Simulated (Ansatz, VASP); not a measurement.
Two plane-wave programs on Li3Pt

```
CELL_PARAMETERS angstrom
-1.96100 1.96100 3.63422
1.96100 -1.96100 3.63422
1.96100 1.96100 -3.63422
ATOMIC_POSITIONS crystal
Li 0.74648 0.23091 0.48406
Li 0.26197 0.78038 0.54616
Li 0.52011 0.50722 0.01472
Pt 0.00489 0.98473 0.98521
```

Alike in both runs: task single point; functional LDA; k mesh 5 × 5 × 6; occupations fermi-dirac, width 0.1 eV; no spin polarisation.

|  | VASP | Ansatz |
| --- | --- | --- |
| version | VASP 6.6.1 | Ansatz 0.2.0 |
| potentials or method | VASP PAW LDA potentials, release 64 (Li_sv, Pt), cutoff 520 eV | plane waves, PAW |
| valence electrons in the cell | 19 | 27 |

Ansatz gave:

| Property | Result |
| --- | --- |
| rms of the force components (eV/Å) | 0.228 |

Question: Estimate VASP's values.

Answer: rms of the force components (eV/Å): 0.230.

LDA's correlation is that of Perdew and Zunger in VASP and of Perdew and Wang (1992) in Ansatz. Atom by atom the forces differ by 0.003 eV/Å (rms over components). VASP's potentials hold 19 valence electrons a cell and Ansatz's 27, so a difference there can come from the potentials and not from the codes. Ansatz's warnings: stress scf threshold loose.

The k mesh is coarse, so the values compare programs but aren't converged. Spin-orbit coupling is off throughout. Noted on VASP's run: the cutoff is short for stress, so the pressure is rough.
